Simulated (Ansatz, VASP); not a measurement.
# One calculation of Tl, two programs

```
CELL_PARAMETERS angstrom
6.24196 0.00000 0.00000
0.00000 6.24196 0.00000
0.00000 0.00000 6.24196
ATOMIC_POSITIONS crystal
Tl 0.00000 0.00000 0.00000
Tl 0.50000 0.50000 0.50000
Tl 0.25000 0.00000 0.50000
Tl 0.75000 0.00000 0.50000
Tl 0.50000 0.25000 0.00000
Tl 0.50000 0.75000 0.00000
Tl 0.00000 0.50000 0.25000
Tl 0.00000 0.50000 0.75000
```

Alike in both runs: functional r2SCAN; k mesh 4 × 4 × 4; occupations fermi-dirac, width 0.1 eV; no spin polarisation.

Ansatz relaxed the structure, and its values are those at the end. VASP's run is a single point on that final structure, the one shown.

|  | VASP | Ansatz |
| --- | --- | --- |
| version | VASP 6.6.1 | Ansatz 0.2.0 |
| potentials or method | VASP PAW PBE potentials, release 64 (Tl_d), cutoff 520 eV | plane waves (500 eV) with PAW, scalar-relativistic |
| valence electrons in the cell | 104 | 104 |

|  | VASP | Ansatz | Ansatz less VASP |
| --- | --- | --- | --- |
| pressure (GPa) | -0.1 | 0.0 | +0.03 |

VASP's potentials were made for PBE, not for r2SCAN. With one functional, cell and mesh, what is left measures potentials, basis and numerics.

Neither program's run includes spin-orbit coupling.
